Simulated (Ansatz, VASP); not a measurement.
# Al2BAs3: VASP beside Ansatz

File INCAR:

```
SYSTEM = Al2BAs3
PREC = Accurate
ENCUT = 600
EDIFF = 1E-7
ISMEAR = 0
SIGMA = 0.1
LREAL = .FALSE.
LASPH = .TRUE.
NELM = 80
ALGO = Normal
ISIF = 3
LWAVE = .FALSE.
LCHARG = .FALSE.
GGA = PE
IBRION = 2
NSW = 90
EDIFFG = -0.04
```

File KPOINTS:

```
Automatic mesh
0
G
  6 6 6
  0 0 0
```

Contents of POSCAR:

```
Al2BAs3
1.0
   -1.8677161800      1.8677161800      7.9240486600
    1.8677161800     -1.8677161800      7.9240486600
    1.8677161800      1.8677161800     -7.9240486600
Al B As
2 1 3
Direct
    0.3333333300      0.3333333300      0.0000000000
    0.6666666700      0.6666666700      0.0000000000
    0.0000000000      0.0000000000      0.0000000000
    0.4166666700      0.9166666700      0.5000000000
    0.7500000000      0.2500000000      0.5000000000
    0.0833333300      0.5833333300      0.5000000000
```

Input for Ansatz:

```yaml
crystal:
  lattice:
    - [-1.86771618, 1.86771618, 7.92404866]
    - [1.86771618, -1.86771618, 7.92404866]
    - [1.86771618, 1.86771618, -7.92404866]
  atoms:
    - { symbol: Al, position: [0.33333333, 0.33333333, 0.0] }
    - { symbol: Al, position: [0.66666667, 0.66666667, 0.0] }
    - { symbol: B, position: [0.0, 0.0, 0.0] }
    - { symbol: As, position: [0.41666667, 0.91666667, 0.5] }
    - { symbol: As, position: [0.75, 0.25, 0.5] }
    - { symbol: As, position: [0.08333333, 0.58333333, 0.5] }
basis:
  ecutwfc: 420
kpoints:
  mp_grid: { grid: [6, 6, 6] }
hamiltonian:
  xc: pbe
scf:
  occupations: { method: gaussian, width: 0.1 }
  lower_state_search: "off"
output:
  forces: true
  stress: true
  eigenvalues: true
relax:
  adjacent_minimum: "off"
  f_tol: 0.04
  max_steps: 70
  cell: { stress_tol: 0.4 }
```

Alike in both runs: task relaxation of cell and atoms; functional PBE; k mesh 6 × 6 × 6; occupations gaussian, width 0.1 eV; no spin polarisation.

|  | VASP | Ansatz |
| --- | --- | --- |
| version | VASP 6.6.1 | Ansatz 0.2.0 |
| potentials or method | VASP PAW PBE potentials, release 64 (Al, B, As), cutoff 600 eV | scalar-relativistic, plane waves, PAW |
| valence electrons in the cell | 24 | 54 |

|  | VASP | Ansatz | Ansatz less VASP |
| --- | --- | --- | --- |
| gap on the k mesh at the Fermi level, each at its own relaxed structure (eV) | 0.82 | 0.84 | +0.019 |
| relaxed volume (Å³/atom) | 20.19 | 20.07 | -0.116 |
| relaxed length of the cell vector where the two differ most in proportion (Å) | 8.776 | 8.781 | +0.0056 |

VASP's potentials hold 24 valence electrons a cell and Ansatz's 54, so a difference there can come from the potentials and not from the codes.
